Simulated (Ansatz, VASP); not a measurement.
## V2BN: VASP beside Ansatz

```
CELL_PARAMETERS angstrom
3.46947 0.00000 0.00000
0.00000 3.46947 0.00000
0.00000 0.00000 4.06040
ATOMIC_POSITIONS crystal
V 0.50000 0.00000 0.38987
V 0.00000 0.50000 0.38987
B 0.50000 0.50000 0.06892
N 0.00000 0.00000 0.25883
```

Alike in both runs: task single point; functional PBE; k mesh 6 × 6 × 4; occupations gaussian, width 0.1 eV; collinear spin.

|  | VASP | Ansatz |
| --- | --- | --- |
| version | VASP 6.6.1 | Ansatz 0.2.0 |
| potentials or method | VASP PAW PBE potentials, release 64 (V_sv, B, N), cutoff 520 eV | scalar-relativistic, plane waves, PAW |
| valence electrons in the cell | 34 | 34 |

Ansatz gave:

```
gap on the k mesh at the Fermi level (eV)                     : none
pressure (GPa)                                                : 25.2
traceless stress, the component that is largest in VASP (GPa) : -46.72
rms of the force components (eV/Å)                            : 0.562
net moment per atom (μB)                                      : 0.00
```

Which values does VASP return?

gap on the k mesh at the Fermi level (eV): none; pressure (GPa): 25.9; traceless stress, the component that is largest in VASP (GPa): -47.21; rms of the force components (eV/Å): 0.565; net moment per atom (μB): 0.00.

Atom by atom the forces differ by 0.029 eV/Å (rms over components). A gap of «none» marks a metal or a gap that the smearing closes. The functional is the same, so the differences come from potentials, cutoffs and numerics. Ansatz's warnings: seeded moment not kept.

The k mesh is coarse, so the values compare programs but aren't converged.
